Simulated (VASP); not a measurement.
# Cu (Fm-3m) in VASP: further runs

Cu is run at these levels: RPBE; tasks: single point, relaxation of cell and atoms.

Everything below comes from runs of VASP 6.6.1. Logs are shortened: lines on timing, memory, paths and dates and some standing lists are left out, and cuts for length are marked.

**1. The cell of the first run**

Symmetry: Fm-3m, No. 225, cubic system. The conventional cell has a = 3.673 Å, b = 3.673 Å, c = 3.673 Å, α = 90.00°, β = 90.00°, γ = 90.00°. Cu (site symmetry m-3m) has 12 Cu at 2.60 Å within 3.4 Å.

**2. Single point, RPBE**

INCAR reads:

```
ALGO = Normal
EDIFF = 1E-7
ENCUT = 520
GGA = RP
ISIF = 2
ISMEAR = 0
LASPH = True
LCHARG = False
LREAL = False
LWAVE = False
NBANDS = 12
NELM = 100
PREC = Accurate
SIGMA = 0.1
```

KPOINTS reads:

```
k-points
0
Gamma
  20 20 20
```

POSCAR reads:

```
Cu
1.0
    0.0000000000      1.8366119414      1.8366119414
    1.8366119414      0.0000000000      1.8366119414
    1.8366119414      1.8366119414      0.0000000000
Cu
1
Direct
    0.0000000000      0.0000000000      0.0000000000
```

Potentials or basis: VASP PAW PBE potentials, release 64 (Cu).

On the command line:

```console
cat potpaw_PBE.64/Cu/POTCAR > POTCAR
mpirun -np 1 vasp_std > vasp.out
```

OUTCAR:

```text
EDIFF = 1E-7
   ENCUT = 520
   GGA = RP
   ISIF = 2
   ISMEAR = 0
   LASPH = True
   LREAL = False
   NELM = 100
   PREC = Accurate

 ion  position               nearest neighbor table
   1  0.000  0.000  0.000-

  LATTYP: Found a face centered cubic cell.
 ALAT       =     3.6732238828

  Lattice vectors:

 A1 = (   0.0000000000,   1.8366119414,   1.8366119414)
 A2 = (   1.8366119414,   0.0000000000,   1.8366119414)
 A3 = (   1.8366119414,   1.8366119414,   0.0000000000)

Analysis of symmetry for initial positions (statically):
=====================================================================
 Subroutine PRICEL returns:
 Original cell was already a primitive cell.

 Routine SETGRP: Setting up the symmetry group for a
 face centered cubic supercell.

 Subroutine GETGRP returns: Found 48 space group operations
 (whereof 48 operations were pure point group operations)
 out of a pool of 48 trial point group operations.

The static configuration has the point symmetry O_h .

Analysis of symmetry for dynamics (positions and initial velocities):
=====================================================================
 Subroutine PRICEL returns:
 Original cell was already a primitive cell.

 Routine SETGRP: Setting up the symmetry group for a
 face centered cubic supercell.

 Subroutine GETGRP returns: Found 48 space group operations
 (whereof 48 operations were pure point group operations)
 out of a pool of 48 trial point group operations.

The dynamic configuration has the point symmetry O_h .

 Subroutine INISYM returns: Found 48 space group operations
 (whereof 48 operations are pure point group operations),
 and found     1 'primitive' translations

----------------------------------------------------------------------------------------

                                     Primitive cell

  volume of cell :      12.3903

  direct lattice vectors                    reciprocal lattice vectors
     0.000000000  1.836611941  1.836611941    -0.272240417  0.272240417  0.272240417
     1.836611941  0.000000000  1.836611941     0.272240417 -0.272240417  0.272240417
     1.836611941  1.836611941  0.000000000     0.272240417  0.272240417 -0.272240417

  length of vectors
     2.597361516  2.597361516  2.597361516     0.471534233  0.471534233  0.471534233

  position of ions in fractional coordinates (direct lattice)
     0.000000000  0.000000000  0.000000000

  ion indices of the primitive-cell ions
   primitive index   ion index
                 1           1

----------------------------------------------------------------------------------------

 KPOINTS: k-points

Automatic generation of k-mesh.
 Grid dimensions read from file:
 generate k-points for:   20   20   20

 Generating k-lattice:

  Cartesian coordinates                     Fractional coordinates (reciprocal lattice)
    -0.013612021  0.013612021  0.013612021     0.050000000  0.000000000  0.000000000
     0.013612021 -0.013612021  0.013612021     0.000000000  0.050000000  0.000000000
     0.013612021  0.013612021 -0.013612021     0.000000000  0.000000000  0.050000000

  Length of vectors
     0.023576712  0.023576712  0.023576712

  Shift w.r.t. Gamma in fractional coordinates (k-lattice)
     0.000000000  0.000000000  0.000000000

 Subroutine IBZKPT returns following result:
 ===========================================

 Found    256 irreducible k-points:

 Following reciprocal coordinates:
            Coordinates               Weight
  0.000000  0.000000  0.000000      1.000000
  0.050000  0.000000  0.000000      8.000000
  0.100000  0.000000  0.000000      8.000000
  0.150000  0.000000  0.000000      8.000000
  0.200000  0.000000  0.000000      8.000000
  0.250000  0.000000  0.000000      8.000000
[... 16 lines left out ...]
 -0.400000  0.050000  0.000000     24.000000
 -0.350000  0.050000  0.000000     24.000000
 [... further k-points ...]
   k-points           NKPTS =    256   k-points in BZ     NKDIM =    256   number of bands    NBANDS=     12
   number of dos      NEDOS =    301   number of ions     NIONS =      1
   total plane-waves  NPLWV =   8000
   dimension x,y,z NGX =    20 NGY =   20 NGZ =   20
   dimension x,y,z NGXF=    40 NGYF=   40 NGZF=   40
   ions per type =               1
   NGX,Y,Z   is equivalent  to a cutoff of  12.80, 12.80, 12.80 a.u.
   NGXF,Y,Z  is equivalent  to a cutoff of  25.60, 25.60, 25.60 a.u.
 SYSTEM =  unknown system
   PREC   = accura    normal or accurate (medium, high low for compatibility)
   ISTART =      0    job   : 0-new  1-cont  2-samecut
   ICHARG =      2    charge: 1-file 2-atom 10-const
   ISPIN  =      1    spin polarized calculation?
   LNONCOLLINEAR =      F non collinear calculations
   LSORBIT =      F    spin-orbit coupling
   LASPH  =      T    aspherical Exc in radial PAW
   ENCUT  =  520.0 eV  38.22 Ry    6.18 a.u.   4.83  4.83  4.83*2*pi/ulx,y,z
   NELM   =    100;   NELMIN=  2; NELMDL= -5     # of ELM steps
   EDIFF  = 0.1E-06   stopping-criterion for ELM
   LREAL  =      F    real-space projection
   EDIFFG = 0.1E-05   stopping-criterion for IOM
   NSW    =      0    number of steps for IOM
   IBRION =     -1    ionic relax: 0-MD 1-quasi-New 2-CG
   NFREE  =      0    steps in history (QN), initial steepest desc. (CG)
   ISIF   =      2    stress and relaxation
   ISYM   =      2    0-nonsym 1-usesym 2-fastsym
   POTIM  = 0.5000    time-step for ionic-motion
   TEBEG  =    0.0;   TEEND  =   0.0 temperature during run
   PSTRESS=    0.0 pullay stress
   NELECT =      11.0000    total number of electrons
   NUPDOWN=      -1.0000    fix difference up-down
   EMIN   =  10.00;   EMAX   =-10.00  energy-range for DOS
   EFERMI =   0.00;   METHOD = LEGACY
   ISMEAR =     0;   SIGMA  =   0.10  broadening in eV -4-tet -1-fermi 0-gaus
   EFERMI_NEDOS =   21; number of points for ismear=-14 and -15
   IALGO  =     38    algorithm
   IMIX   =      4    mixing-type and parameters
     AMIX     =   0.40;   BMIX     =  1.00
     AMIX_MAG =   1.60;   BMIX_MAG =  1.00
  volume/ion in A,a.u.               =      12.39        83.61
  Fermi-wavevector in a.u.,A,eV,Ry     =   1.573421  2.973335 33.683320  2.475654
  Thomas-Fermi vector in A             =   2.674708
   LORBIT       =      0    0 simple, 1 ext, 2 COOP (PROOUT), +10 PAW based schemes
   GGA     = RP    functional components
   LHFCALC =     F    Hartree Fock is set to
   AEXX    =    0.0000 exact exchange contribution
   IVDW    =     0    specifies the selected vdW correction
   LEPSILON=     F    determine dielectric tensor
   LRPA    =     F    only Hartree local field effects (RPA)
 non-spin polarized calculation
 Gauss-broadening in eV      SIGMA  =   0.10
  energy-cutoff  :      520.00
  volume of cell :       12.39
 maximum number of plane-waves:       343
   NGX =  9   NGY =  9   NGZ =  9

 number of electron      10.9999988 magnetization

 Free energy of the ion-electron system (eV)
  ---------------------------------------------------
  ext. energy  EPLUGINS =         0.00000000
  ---------------------------------------------------
  free energy    TOTEN  =        -3.25682611 eV

  energy without entropy =       -3.25545650  energy(sigma->0) =       -3.25614130

 E-fermi :   7.1402     XC(G=0): -12.3122

 val. band max:        7.1238848072   @ k =  -0.4500   0.1000   0.0500
 cond. band min:       7.1721312575   @ k =   0.5000   0.3500   0.1500
 fundamental gap:      0.0482464503
 Fermi energy:         7.1402296095

 k-point     1 :       0.0000    0.0000    0.0000
  band No.  band energies     occupation
      1      -1.8200      2.00000
      2       4.2855      2.00000
      3       4.2855      2.00000
      4       4.2855      2.00000
      5       5.0452      2.00000
      6       5.0452      2.00000
      7      29.3126      0.00000
      8      31.6888      0.00000
      9      31.6888      0.00000
     10      31.6888      0.00000
     11      34.1153      0.00000
     12      34.1153      0.00000

 k-point     2 :       0.0500    0.0000    0.0000
  band No.  band energies     occupation
      1      -1.7319      2.00000
      2       4.2676      2.00000
      3       4.3017      2.00000
      4       4.3017      2.00000
      5       5.0388      2.00000
      6       5.0388      2.00000
      7      28.7800      0.00000
      8      30.5209      0.00000
      9      31.3845      0.00000
     10      31.3845      0.00000
     11      34.5489      0.00000
     12      34.5489      0.00000

 k-point     3 :       0.1000    0.0000    0.0000
  band No.  band energies     occupation
      1      -1.4698      2.00000
      2       4.2178      2.00000
      3       4.3451      2.00000
      4       4.3451      2.00000
      5       5.0244      2.00000
      6       5.0244      2.00000
      7      26.7067      0.00000
      8      29.9621      0.00000
      9      30.7979      0.00000
     10      30.7979      0.00000
     11      35.4975      0.00000
     12      35.4976      0.00000
[... 286 lines left out ...]
 k-point    23 :      -0.4000    0.0500    0.0000
  band No.  band energies     occupation
      1       2.2447      2.00000
      2       4.2632      2.00000
      3       4.3058      2.00000
      4       4.9864      2.00000
      5       5.4581      2.00000
      6       5.9229      2.00000
      7      12.3708      0.00000
      8      26.4877      0.00000
      9      28.4079      0.00000
     10      28.9265      0.00000
     11      31.8455      0.00000
     12      33.1872      0.00000

 k-point    24 :      -0.3500    0.0500    0.0000
  band No.  band energies     occupation
      1       1.8970      2.00000
      2       4.3099      2.00000
      3       4.3467      2.00000
      4       4.4877      2.00000
      5       5.3390      2.00000
      6       5.6063      2.00000
      7      14.1830      0.00000
      8      26.4138      0.00000
      9      28.8117      0.00000
     10      29.6110      0.00000
     11      31.9364      0.00000
     12      33.6110      0.00000

 [... further k-points ...]
[... 5 lines left out ...]
  --------------------------------------------------------------------------------------
  -------------------------------------------------------------------------------------
  Total        0.0415508      0.0415508      0.0415508     -0.0000000      0.0000000     -0.0000000
  in kB        5.3728891      5.3728891      5.3728891     -0.0000000      0.0000000     -0.0000000
  external PRESSURE =       5.3728891 kB  Pullay stress =       0.0000000 kB

 VOLUME and BASIS-vectors are now :
 -----------------------------------------------------------------------------
  energy-cutoff  :      520.00
  volume of cell :       12.39
      direct lattice vectors                 reciprocal lattice vectors
     0.000000000  1.836611941  1.836611941    -0.272240417  0.272240417  0.272240417
     1.836611941  0.000000000  1.836611941     0.272240417 -0.272240417  0.272240417
     1.836611941  1.836611941  0.000000000     0.272240417  0.272240417 -0.272240417

 POSITION                                       TOTAL-FORCE (eV/Angst)
 -----------------------------------------------------------------------------------
      0.00000      0.00000      0.00000         0.000000     -0.000000      0.000000
 -----------------------------------------------------------------------------------
    total drift:                                0.000000      0.000000      0.000000

  FREE ENERGIE OF THE ION-ELECTRON SYSTEM (eV)
  ---------------------------------------------------
  free  energy   TOTEN  =        -3.2568261061 eV

  energy  without entropy=       -3.2554565027  energy(sigma->0) =       -3.25614130
```

Run time: 30 s. Hardware: 1 thread of Intel Xeon Platinum 8259CL at 2.50GHz (Skylake/Cascade Lake), shared host; peak memory 0.15 GiB.

What came out:

* Free energy: -3.2568 eV
* Pressure: 0.5 GPa

Levels at points of the mesh, in eV from the Fermi level:
```tsv
k point	band 4	band 5	band 6	band 7	band 8	band 9
(0.00, 0.00, 0.00)	-2.85	-2.10	-2.10	22.17	24.55	24.55
(0.50, 0.00, 0.00)	-1.57	-1.57	-0.85	3.57	20.68	21.43
(0.50, 0.50, 0.00)	-1.43	-1.43	1.56	6.82	12.77	12.77
```

Caveat: the PAW data sets were made with another functional, which shifts forces and pressure a little.

**3. Relaxation of cell and atoms, RPBE**

This run uses another cell than the first one, of 11.81 Å³/atom, 0.953 times its volume.

INCAR reads:

```
PREC     = Accurate       # precision mode
ENCUT    = 600            # plane-wave cutoff, eV
EDIFF    = 1E-6           # SCF threshold, eV
ISMEAR   = 0              # smearing method
SIGMA    = 0.1            # smearing width, eV
LREAL    = False          # projectors in reciprocal space
LASPH    = True           # aspherical terms in the spheres
NELM     = 80             # most SCF steps
ALGO     = Normal         # electronic algorithm
ISIF     = 3              # what is computed and relaxed
LWAVE    = False          # write WAVECAR
LCHARG   = False          # write CHGCAR
GGA      = RP             # functional
IBRION   = 2              # ionic algorithm
NSW      = 100            # ionic steps
EDIFFG   = -0.005         # ionic threshold
```

KPOINTS reads:

```
regular mesh
0
Gamma
  20 20 20
```

POSCAR reads:

```
Cu
1.0
    0.0000000000      1.8075000000      1.8075000000
    1.8075000000      0.0000000000      1.8075000000
    1.8075000000      1.8075000000      0.0000000000
Cu
1
Direct
    0.0000000000      0.0000000000      0.0000000000
```

Potentials or basis: VASP PAW PBE potentials, release 64 (Cu).

On the command line:

```console
cat potpaw_PBE.64/Cu/POTCAR > POTCAR
mpirun -np 1 vasp_std > vasp.out
```

Run time: 58 s. Hardware: 1 thread of Intel Xeon Platinum 8259CL at 2.50GHz (Skylake/Cascade Lake), shared host; peak memory 0.16 GiB.

It converged, with:

```
Free energy                            : -3.2571 eV
Relaxed volume                         : 12.45 Å³/atom
Relaxed cell                           : a = 2.602 Å, b = 2.602 Å, c = 2.602 Å, α = 60.00°, β = 60.00°, γ = 60.00°
Space group after relaxing (to 0.05 Å) : Fm-3m (No. 225)
Energy gained by relaxing              : 14.0 meV/atom
Ionic steps                            : 3
Pressure after relaxing                : 0.0 GPa
```

Step by step:
```csv
step,energy change (eV),largest force (eV/Å),pressure (GPa),volume (Å³)
1,0.0000,0.0000,7.37,11.81
2,-0.0113,0.0000,-2.74,12.76
3,-0.0140,0.0000,0.03,12.45
```

Final structure:
```
Cu
1.0
     0.00000    1.83975    1.83975
     1.83975    0.00000    1.83975
     1.83975    1.83975    0.00000
Cu
1
Direct
  0.00000 0.00000 0.00000
```

Levels at points of the mesh, in eV from the Fermi level:
| k point | band 2 | band 3 | band 4 | band 5 | band 6 | band 7 | band 8 | band 9 |
| --- | --- | --- | --- | --- | --- | --- | --- | --- |
| (0.00, 0.00, 0.00) | -2.84 | -2.84 | -2.84 | -2.09 | -2.09 | 22.13 | 24.47 | 24.47 |
| (0.50, 0.00, 0.00) | -2.87 | -2.87 | -1.56 | -1.56 | -0.84 | 3.55 | 20.64 | 21.35 |
| (0.50, 0.50, 0.00) | -4.12 | -1.58 | -1.43 | -1.43 | 1.57 | 6.79 | 12.73 | 12.73 |

Caveat: the PAW data sets were made with another functional, which shifts forces and pressure a little. RPBE and its kin give volumes clearly too large for solids.

[end of part 1 of 2]
